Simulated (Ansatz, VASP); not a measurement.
## One calculation of NaBe4, two programs

The input INCAR:

```
SYSTEM = NaBe4
ALGO = Normal ; EDIFF = 1E-7
ENCUT = 520 ; GGA = PE
ISIF = 2 ; ISMEAR = 0
LASPH = .True. ; LCHARG = .False.
LREAL = .False. ; LWAVE = .False.
NBANDS = 16 ; NELM = 80
PREC = Accurate ; SIGMA = 0.1
```

The input KPOINTS:

```
k-points
0
Gamma
  6 6 2
  0 0 0
```

File POSCAR:

```
NaBe4
1.0
    2.5146605700      0.0000000000      0.0000000000
   -1.2573302800      2.1777599300      0.0000000000
    0.0000000000      0.0000000000      8.0858442400
Na Be
1 4
Direct
    0.0000000000      0.0000000000      0.0000000000
    0.3333333300      0.6666666700      0.8658552800
    0.3333333300      0.6666666700      0.3767953500
    0.6666666700      0.3333333300      0.1341447200
    0.6666666700      0.3333333300      0.6232046500
```

Input for Ansatz:

```yaml
crystal:
  lattice:
    - [2.51466057, 0.0, 0.0]
    - [-1.25733028, 2.17775993, 0.0]
    - [0.0, 0.0, 8.08584424]
  atoms:
    - { symbol: Na, position: [0.0, 0.0, 0.0] }
    - { symbol: Be, position: [0.33333333, 0.66666667, 0.86585528] }
    - { symbol: Be, position: [0.33333333, 0.66666667, 0.37679535] }
    - { symbol: Be, position: [0.66666667, 0.33333333, 0.13414472] }
    - { symbol: Be, position: [0.66666667, 0.33333333, 0.62320465] }
basis:
  ecutwfc: 420
kpoints:
  mp_grid: { grid: [6, 6, 2] }
hamiltonian:
  xc: pbe
scf:
  occupations: { method: gaussian, width: 0.1 }
  lower_state_search: "off"
output:
  forces: true
  stress: true
  eigenvalues: true
```

Change from the starting cell: species swapped into the Co4H type (P-3m1, No. 164).

Alike in both runs: task single point; functional PBE; k mesh 6 × 6 × 2; occupations gaussian, width 0.1 eV; no spin polarisation.

|  | VASP | Ansatz |
| --- | --- | --- |
| version | VASP 6.6.1 | Ansatz 0.2.0 |
| potentials or method | VASP PAW PBE potentials, release 64 (Na_pv, Be), cutoff 520 eV | scalar-relativistic, plane waves, PAW |
| valence electrons in the cell | 15 | 17 |

VASP gave:

- gap on the k mesh at the Fermi level (eV): none
- rms of the force components (eV/Å): 3.515

Estimate Ansatz's values.

gap on the k mesh at the Fermi level (eV): none; rms of the force components (eV/Å): 3.484.

Atom by atom the forces differ by 0.031 eV/Å (rms over components). A gap of «none» marks a metal or a gap that the smearing closes. With one functional, cell and mesh, what is left measures potentials, basis and numerics. VASP's potentials hold 15 valence electrons a cell and Ansatz's 17, so a difference there can come from the potentials and not from the codes.

The k mesh is coarse, so the values compare programs but aren't converged.
